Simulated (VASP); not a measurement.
**ZnS: single point with PBE**

The system is ZnS.

```xyz
8
Lattice="3.7313 0.0000 0.0000 -1.8657 3.2314 0.0000 0.0000 0.0000 12.7791" Properties=species:S:1:pos:R:3 pbc="T T T"
Zn    0.0000    0.0000    0.0006
Zn    0.0000    0.0000    6.3902
Zn    0.0000    2.1543    3.1951
Zn    1.8657    1.0771    9.5846
S     0.0000    0.0000    2.3934
S     0.0000    0.0000    8.7829
S     0.0000    2.1543    5.5926
S     1.8657    1.0771   11.9821
```

This cell differs from its parent crystal: strain -0.030 along x and y, +0.015 along z.

```yaml
Program: VASP 6.6.1
Task: single point
Functional: PBE
Potentials_or_basis: VASP PAW PBE potentials, release 64 (Zn, S)
Cutoff: 520 eV
k_mesh: 12 × 12 × 2
Occupations: gaussian, width 0.05 eV
Spin: no spin polarisation
```

```
Pressure               : 4.0 GPa
Largest force          : 0.307 eV/Å
Band gap on the k mesh : 2.14 eV, direct
```

Forces in eV/Å, atoms in the order of the input:
```
Zn   0.000  0.000  0.307
Zn   0.000  0.000  0.307
Zn   0.000  0.000  0.296
Zn   0.000  0.000  0.296
S    0.000  0.000 -0.297
S    0.000  0.000 -0.297
S    0.000  0.000 -0.305
S    0.000  0.000 -0.305
```

Stress tensor (GPa, compression positive):
```
 6.16  0.00  0.00
 0.00  6.16  0.00
 0.00  0.00 -0.39
```

Levels at points of the mesh, in eV from the valence-band top:
| k point | band 33 | band 34 | band 35 | band 36 | band 37 | band 38 | band 39 | band 40 |
| --- | --- | --- | --- | --- | --- | --- | --- | --- |
| (0.00, 0.00, 0.00) | -0.41 | -0.23 | 0.00 | 0.00 | 2.14 | 3.50 | 3.62 | 3.81 |
| (0.50, 0.00, 0.00) | -1.66 | -1.65 | -1.29 | -1.00 | 3.18 | 3.20 | 3.85 | 4.38 |
| (0.00, 0.00, 0.50) | -0.13 | -0.13 | -0.13 | -0.13 | 3.08 | 3.08 | 3.59 | 3.59 |
| (0.50, 0.00, 0.50) | -1.67 | -1.67 | -1.20 | -1.20 | 3.65 | 3.65 | 3.97 | 3.97 |

Run time: 4.8 min on 1 thread of Oxide Virtual Turin-like Processor, with other jobs on the host, peak memory 0.34 GiB.

Caveat: the cell differs from its parent crystal (strain -0.030 along x and y, +0.015 along z). A k mesh can miss the band edges.
